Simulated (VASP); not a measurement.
**Si4N: single point with PBE+D3(BJ)**

Slab: Si4N, a slab with vacuum.

```xyz
5
Lattice="3.8333 0.0000 0.0000 0.0000 3.8333 0.0000 0.0000 0.0000 21.1035" Properties=species:S:1:pos:R:3 pbc="T T T"
Si    0.0000    1.9167    4.0000
Si    0.0000    0.0000    5.3553
Si    1.9167    0.0000    6.7680
Si    1.9167    1.9167    8.1035
N     3.8333    2.3958   11.1035
```

```yaml
Program: VASP 6.6.1
Task: single point
Functional: PBE
Dispersion: D3(BJ)
Potentials_or_basis: VASP PAW PBE potentials, release 64 (Si, N)
Cutoff: 520 eV
k_mesh: 7 × 7 × 1
Occupations: gaussian, width 0.05 eV
Spin: collinear spin, ferromagnetic start
Starting_moments: "[0.0, 0.0, 0.0, 0.0, 3.0] μB"
```

```json
{
  "Largest force": "0.219 eV/Å",
  "Net moment": "2.64 μB per cell",
  "Site moments": "Si -0.02, -0.01, -0.05; N +1.89 μB",
  "Valence electrons inside the program's atomic spheres": "Si 1.58, 1.67; N 3.27",
  "Dispersion energy per atom": "-0.198 eV"
}
```

Forces in eV/Å, atoms in the order of the input:
```
Si   0.000  0.003  0.091
Si   0.000  0.003  0.032
Si   0.000 -0.011 -0.044
Si   0.000  0.029  0.138
N    0.000 -0.024 -0.218
```

Levels at points of the mesh, in eV from the Fermi level:
Spin up:
```csv
k point,band 9,band 10,band 11,band 12,band 13,band 14,band 15,band 16
"(0.00, 0.00, 0.00)",-1.64,-1.35,-0.51,0.61,1.40,1.88,2.05,3.11
```
Spin down:
```
           k point  band 5  band 6  band 7  band 8  band 9  band 10  band 11  band 12  band 13  band 14
(0.00, 0.00, 0.00)   -1.93   -1.69   -1.67   -0.55    0.26     1.32     1.58     1.85     2.01     2.03
```

Run time: 6.6 min on 1 thread of Intel Xeon 6975P-C, on a shared host, peak memory 0.57 GiB.
